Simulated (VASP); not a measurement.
# Ni (P6_3/mmc) in VASP: single point with PBEsol+D3(BJ)

Aim: the single point of Ni with PBEsol+D3(BJ).

All numbers are computed with VASP 6.6.1; they aren't measurements. Logs are shortened: lines on timing, memory, paths and dates and some standing lists are left out, and cuts for length are marked.

### 1 The cell of the first run

Symmetry: P6_3/mmc, No. 194, hexagonal system. The conventional cell has a = 2.448 Å, b = 2.448 Å, c = 4.073 Å, α = 90.00°, β = 90.00°, γ = 120.00°. Ni (site symmetry -6m2) has 12 Ni at 2.45 to 2.48 Å within 3.2 Å.

### 2 Single point, PBEsol+D3(BJ), collinear spin, antiferromagnetic start

The input, INCAR:

```
SYSTEM = Ni
PREC = Accurate
ENCUT = 520
EDIFF = 1E-6
ISMEAR = -1
SIGMA = 0.05
LREAL = .FALSE.
LASPH = .TRUE.
NELM = 150
ALGO = Normal
ISIF = 2
LWAVE = .FALSE.
LCHARG = .TRUE.
ISPIN = 2
MAGMOM = 1.5 -1.5
LORBIT = 11
LMAXMIX = 4
GGA = PS
IVDW = 12
LELF = .TRUE.
LVHAR = .TRUE.
NBANDS = 21
```

The input, KPOINTS:

```
regular mesh
0
G
  13 13 7
  0 0 0
```

The input, POSCAR:

```
Ni
1.0
    2.4480230000      0.0000000000      0.0000000000
   -1.2240110000      2.1200500000      0.0000000000
    0.0000000000      0.0000000000      4.0728080000
Ni
2
Direct
    0.3333333333      0.6666666667      0.2500000000
    0.6666666667      0.3333333333      0.7500000000
```

Potentials or basis: VASP PAW PBE potentials, release 64 (Ni).

Launch:

```sh
> cat potpaw_PBE.64/Ni/POTCAR > POTCAR
> mpirun -np 1 vasp_std > vasp.out
```

OUTCAR:

```text
SYSTEM = Ni
   PREC = Accurate
   ENCUT = 520
   EDIFF = 1E-6
   ISMEAR = -1
   LREAL = .FALSE.
   LASPH = .TRUE.
   NELM = 150
   ISIF = 2
   ISPIN = 2
   LORBIT = 11
   GGA = PS
   IVDW = 12
 IVDW          = 12

 ion  position               nearest neighbor table
   1  0.333  0.667  0.250-   2 2.48   2 2.48   2 2.48   2 2.48   2 2.48   2 2.48
   2  0.667  0.333  0.750-   1 2.48   1 2.48   1 2.48   1 2.48   1 2.48   1 2.48

  LATTYP: Found a hexagonal cell.
 ALAT       =     2.4480230000
 C/A-ratio  =     1.6637131269

  Lattice vectors:

 A1 = (   2.4480230000,   0.0000000000,   0.0000000000)
 A2 = (  -1.2240110000,   2.1200500000,   0.0000000000)
 A3 = (   0.0000000000,   0.0000000000,   4.0728080000)

Analysis of symmetry for initial positions (statically):
=====================================================================
 Subroutine PRICEL returns:
 Original cell was already a primitive cell.

 Routine SETGRP: Setting up the symmetry group for a
 hexagonal supercell.

 Subroutine GETGRP returns: Found 24 space group operations
 (whereof 12 operations were pure point group operations)
 out of a pool of 24 trial point group operations.

The static configuration has the point symmetry D_3d.
 The point group associated with its full space group is D_6h.

Analysis of symmetry for dynamics (positions and initial velocities):
=====================================================================
 Subroutine PRICEL returns:
 Original cell was already a primitive cell.

 Routine SETGRP: Setting up the symmetry group for a
 hexagonal supercell.

 Subroutine GETGRP returns: Found 24 space group operations
 (whereof 12 operations were pure point group operations)
 out of a pool of 24 trial point group operations.

The dynamic configuration has the point symmetry D_3d.
 The point group associated with its full space group is D_6h.

Analysis of structural, dynamic, and magnetic symmetry:
=====================================================================
 Subroutine PRICEL returns:
 Original cell was already a primitive cell.

 Routine SETGRP: Setting up the symmetry group for a
 hexagonal supercell.

 Subroutine GETGRP returns: Found 24 space group operations
 (whereof 12 operations were pure point group operations)
 out of a pool of 24 trial point group operations.

The overall configuration has the point symmetry D_3d.
 The point group associated with its full space group is D_6h.

 Subroutine INISYM returns: Found 24 space group operations
 (whereof 12 operations are pure point group operations),
 and found     1 'primitive' translations

----------------------------------------------------------------------------------------

                                     Primitive cell

  volume of cell :      21.1376

  direct lattice vectors                    reciprocal lattice vectors
     2.448023000  0.000000000  0.000000000     0.408492894  0.235843398  0.000000000
    -1.224011000  2.120050000  0.000000000     0.000000000  0.471686989  0.000000000
     0.000000000  0.000000000  4.072808000     0.000000000  0.000000000  0.245530848

  length of vectors
     2.448023000  2.448022657  4.072808000     0.471686922  0.471686989  0.245530848

  position of ions in fractional coordinates (direct lattice)
     0.333333333  0.666666667  0.250000000
     0.666666667  0.333333333  0.750000000

  ion indices of the primitive-cell ions
   primitive index   ion index
                 1           1
                 2           2

----------------------------------------------------------------------------------------

 KPOINTS: regular mesh

Automatic generation of k-mesh.
 Grid dimensions read from file:
 generate k-points for:   13   13    7

 Generating k-lattice:

  Cartesian coordinates                     Fractional coordinates (reciprocal lattice)
     0.031422530  0.018141800  0.000000000     0.076923077  0.000000000  0.000000000
     0.000000000  0.036283615  0.000000000     0.000000000  0.076923077  0.000000000
     0.000000000  0.000000000  0.035075835     0.000000000  0.000000000  0.142857143

  Length of vectors
     0.036283609  0.036283615  0.035075835

  Shift w.r.t. Gamma in fractional coordinates (k-lattice)
     0.000000000  0.000000000  0.000000000

 Subroutine IBZKPT returns following result:
 ===========================================

 Found     84 irreducible k-points:

 Following reciprocal coordinates:
            Coordinates               Weight
  0.000000  0.000000  0.000000      1.000000
  0.076923  0.000000  0.000000      6.000000
  0.153846  0.000000  0.000000      6.000000
  0.230769 -0.000000  0.000000      6.000000
  0.307692  0.000000  0.000000      6.000000
  0.384615 -0.000000  0.000000      6.000000
[... 16 lines left out ...]
  0.076923  0.000000  0.142857     12.000000
  0.153846  0.000000  0.142857     12.000000
 [... further k-points ...]
   k-points           NKPTS =     84   k-points in BZ     NKDIM =     84   number of bands    NBANDS=     21
   number of dos      NEDOS =    301   number of ions     NIONS =      2
   total plane-waves  NPLWV =   9720
   dimension x,y,z NGX =    18 NGY =   18 NGZ =   30
   dimension x,y,z NGXF=    36 NGYF=   36 NGZF=   60
   ions per type =               2
   NGX,Y,Z   is equivalent  to a cutoff of  12.22, 12.22, 12.25 a.u.
   NGXF,Y,Z  is equivalent  to a cutoff of  24.45, 24.45, 24.49 a.u.
 SYSTEM =  Ni
   PREC   = accura    normal or accurate (medium, high low for compatibility)
   ISTART =      0    job   : 0-new  1-cont  2-samecut
   ICHARG =      2    charge: 1-file 2-atom 10-const
   ISPIN  =      2    spin polarized calculation?
   LNONCOLLINEAR =      F non collinear calculations
   LSORBIT =      F    spin-orbit coupling
   LASPH  =      T    aspherical Exc in radial PAW
   ENCUT  =  520.0 eV  38.22 Ry    6.18 a.u.   4.55  4.55  7.57*2*pi/ulx,y,z
   NELM   =    150;   NELMIN=  2; NELMDL= -5     # of ELM steps
   EDIFF  = 0.1E-05   stopping-criterion for ELM
   LREAL  =      F    real-space projection
   EDIFFG = 0.1E-04   stopping-criterion for IOM
   NSW    =      0    number of steps for IOM
   IBRION =     -1    ionic relax: 0-MD 1-quasi-New 2-CG
   NFREE  =      0    steps in history (QN), initial steepest desc. (CG)
   ISIF   =      2    stress and relaxation
   ISYM   =      2    0-nonsym 1-usesym 2-fastsym
   POTIM  = 0.5000    time-step for ionic-motion
   TEBEG  =    0.0;   TEEND  =   0.0 temperature during run
   PSTRESS=    0.0 pullay stress
   NELECT =      20.0000    total number of electrons
   NUPDOWN=      -1.0000    fix difference up-down
   EMIN   =  10.00;   EMAX   =-10.00  energy-range for DOS
   EFERMI =   0.00;   METHOD = LEGACY
   ISMEAR =    -1;   SIGMA  =   0.05  broadening in eV -4-tet -1-fermi 0-gaus
   EFERMI_NEDOS =   21; number of points for ismear=-14 and -15
   IALGO  =     38    algorithm
   IMIX   =      4    mixing-type and parameters
     AMIX     =   0.40;   BMIX     =  1.00
     AMIX_MAG =   1.60;   BMIX_MAG =  1.00
  volume/ion in A,a.u.               =      10.57        71.32
  Fermi-wavevector in a.u.,A,eV,Ry     =   1.607187  3.037142 35.144515  2.583049
  Thomas-Fermi vector in A             =   2.703255
   LORBIT       =     11    0 simple, 1 ext, 2 COOP (PROOUT), +10 PAW based schemes
   GGA     = PS    functional components
   LHFCALC =     F    Hartree Fock is set to
   AEXX    =    0.0000 exact exchange contribution
   IVDW    =    12    specifies the selected vdW correction
   LEPSILON=     F    determine dielectric tensor
   LRPA    =     F    only Hartree local field effects (RPA)
 spin polarized calculation
  energy-cutoff  :      520.00
  volume of cell :       21.14
 maximum number of plane-waves:       586
   NGX =  9   NGY =  9   NGZ = 15

 number of electron      19.9999997 magnetization      -0.0000000

 number of electron      19.9999997 magnetization       0.0000000

 Free energy of the ion-electron system (eV)
  ---------------------------------------------------
  ext. energy  EPLUGINS =         0.00000000
  ---------------------------------------------------
  free energy    TOTEN  =       -12.13771587 eV

  energy without entropy =      -12.08144637  energy(sigma->0) =      -12.10958112

 E-fermi :   9.4407     XC(G=0): -13.6054

 val. band max:        9.4371969632   @ k =   0.4615   0.0769   0.0000
 cond. band min:       9.4437545913   @ k =   0.3846   0.2308   0.4286
 fundamental gap:      0.0065576281
 Fermi energy:         9.4406981745

 spin component 1

 k-point     1 :       0.0000    0.0000    0.0000
  band No.  band energies     occupation
      1       0.3342      1.00000
      2       4.7880      1.00000
      3       7.4219      1.00000
      4       7.4969      1.00000
      5       7.4969      1.00000
      6       7.8679      1.00000
[... 13 lines left out ...]
     20      36.3558      0.00000
     21      40.2691      0.00000

 k-point     2 :       0.0769    0.0000    0.0000
  band No.  band energies     occupation
      1       0.5473      1.00000
      2       4.9267      1.00000
      3       7.2861      1.00000
      4       7.5911      1.00000
      5       7.5994      1.00000
      6       7.8230      1.00000
[... 13 lines left out ...]
     20      38.5846      0.00000
     21      39.2042      0.00000

 k-point     3 :       0.1538    0.0000    0.0000
  band No.  band energies     occupation
      1       1.1706      1.00000
      2       5.2891      1.00000
      3       7.0564      1.00000
      4       7.2535      1.00000
      5       7.5942      1.00000
      6       7.8589      1.00000
[... 13 lines left out ...]
     20      38.5363      0.00000
     21      39.1140      0.00000
[... 457 lines left out ...]
 k-point    23 :       0.0769    0.0000    0.1429
  band No.  band energies     occupation
      1       0.7437      1.00000
      2       4.8074      1.00000
      3       7.2830      1.00000
      4       7.4942      1.00000
      5       7.5584      1.00000
      6       7.6541      1.00000
[... 13 lines left out ...]
     20      38.4792      0.00000
     21      39.7540      0.00000

 k-point    24 :       0.1538    0.0000    0.1429
  band No.  band energies     occupation
      1       1.3597      1.00000
      2       5.2006      1.00000
      3       7.0179      1.00000
      4       7.0879      1.00000
      5       7.5389      1.00000
      6       7.7984      1.00000
[... 13 lines left out ...]
     20      37.9246      0.00000
     21      38.8656      0.00000

 [... further k-points ...]

 spin component 2

 k-point     1 :       0.0000    0.0000    0.0000
  band No.  band energies     occupation
      1       0.3342      1.00000
      2       4.7880      1.00000
      3       7.4219      1.00000
      4       7.4969      1.00000
      5       7.4969      1.00000
      6       7.8679      1.00000
[... 13 lines left out ...]
     20      36.3558      0.00000
     21      40.2691      0.00000

 k-point     2 :       0.0769    0.0000    0.0000
  band No.  band energies     occupation
      1       0.5473      1.00000
      2       4.9267      1.00000
      3       7.2861      1.00000
      4       7.5911      1.00000
      5       7.5994      1.00000
      6       7.8230      1.00000
[... 13 lines left out ...]
     20      38.5846      0.00000
     21      39.2042      0.00000

 k-point     3 :       0.1538    0.0000    0.0000
  band No.  band energies     occupation
      1       1.1706      1.00000
      2       5.2891      1.00000
      3       7.0564      1.00000
      4       7.2535      1.00000
      5       7.5942      1.00000
      6       7.8589      1.00000
[... 13 lines left out ...]
     20      38.5363      0.00000
     21      39.1140      0.00000
[... 457 lines left out ...]
 k-point    23 :       0.0769    0.0000    0.1429
  band No.  band energies     occupation
      1       0.7437      1.00000
      2       4.8074      1.00000
      3       7.2830      1.00000
      4       7.4942      1.00000
      5       7.5584      1.00000
      6       7.6541      1.00000
[... 13 lines left out ...]
     20      38.4792      0.00000
     21      39.7540      0.00000

 k-point    24 :       0.1538    0.0000    0.1429
  band No.  band energies     occupation
      1       1.3597      1.00000
      2       5.2006      1.00000
      3       7.0179      1.00000
      4       7.0879      1.00000
      5       7.5389      1.00000
      6       7.7984      1.00000
[... 13 lines left out ...]
     20      37.9246      0.00000
     21      38.8656      0.00000

 [... further k-points ...]

------------------------ aborting loop because EDIFF is reached ----------------------------------------

 Edisp (eV)   -0.85918

 E8    (eV) :    -0.5632

  FORCE on cell =-STRESS in cart. coord.  units (eV):
  Direction    XX          YY          ZZ          XY          YZ          ZX
  --------------------------------------------------------------------------------------
  -------------------------------------------------------------------------------------
  Total      -1.32361    -1.32361    -1.52327    -0.00000     0.00000     0.00000
  in kB    -100.32622  -100.32621  -115.45975    -0.00002     0.00000     0.00000
  external pressure =     -105.37 kB  Pullay stress =        0.00 kB

 VOLUME and BASIS-vectors are now :
 -----------------------------------------------------------------------------
  energy-cutoff  :      520.00
  volume of cell :       21.14
      direct lattice vectors                 reciprocal lattice vectors
     2.448023000  0.000000000  0.000000000     0.408492894  0.235843398  0.000000000
    -1.224011000  2.120050000  0.000000000     0.000000000  0.471686989  0.000000000
     0.000000000  0.000000000  4.072808000     0.000000000  0.000000000  0.245530848

 POSITION                                       TOTAL-FORCE (eV/Angst)
 -----------------------------------------------------------------------------------
      0.00000      1.41337      1.01820        -0.000000      0.000000      0.000000
      1.22401      0.70668      3.05461         0.000000     -0.000000      0.000000
 -----------------------------------------------------------------------------------
    total drift:                               -0.000000      0.000000     -0.000000

  FREE ENERGIE OF THE ION-ELECTRON SYSTEM (eV)
  ---------------------------------------------------
  free  energy   TOTEN  =       -12.9968947314 eV

  energy  without entropy=      -12.9406252354  energy(sigma->0) =      -12.96875998

 total charge

# of ion       s       p       d       tot
------------------------------------------
    1        0.509   0.524   8.337   9.370
    2        0.509   0.524   8.337   9.370
--------------------------------------------------
tot          1.017   1.048  16.674  18.739

 magnetization (x)

# of ion       s       p       d       tot
------------------------------------------
    1       -0.001  -0.000   0.197   0.196
    2        0.001   0.000  -0.197  -0.196
--------------------------------------------------
tot          0.000   0.000   0.000   0.000
```

Wall time 2.3 min (1 thread of Intel Xeon 8259CL, shared host); peak memory 0.18 GiB.

Results:

```
Free energy                                           : -12.9969 eV
Pressure                                              : -10.5 GPa
Band gap on the k mesh                                : zero (filled and empty bands overlap)
Net moment                                            : 0.00 μB per cell
Site moments                                          : Ni +0.20, -0.20 μB
Valence electrons inside the program's atomic spheres : Ni 9.37
Dispersion energy per atom                            : -0.430 eV
```

Levels at points of the mesh, in eV from the Fermi level:
Spin up:
```csv
k point,band 6,band 7,band 8,band 9,band 10,band 11,band 12,band 13,band 14,band 15
"(0.00, 0.00, 0.00)",-1.57,-1.57,-1.10,-1.10,-0.43,-0.13,-0.13,5.97,23.17,25.42
```
Spin down:
| k point | band 6 | band 7 | band 8 | band 9 | band 10 | band 11 | band 12 | band 13 | band 14 | band 15 |
| --- | --- | --- | --- | --- | --- | --- | --- | --- | --- | --- |
| (0.00, 0.00, 0.00) | -1.57 | -1.57 | -1.10 | -1.10 | -0.43 | -0.13 | -0.13 | 5.97 | 23.17 | 25.42 |

Caveat: the PAW data sets were made with another functional, which shifts forces and pressure a little; pairwise dispersion overbinds metals, which lowers pressure and volume.
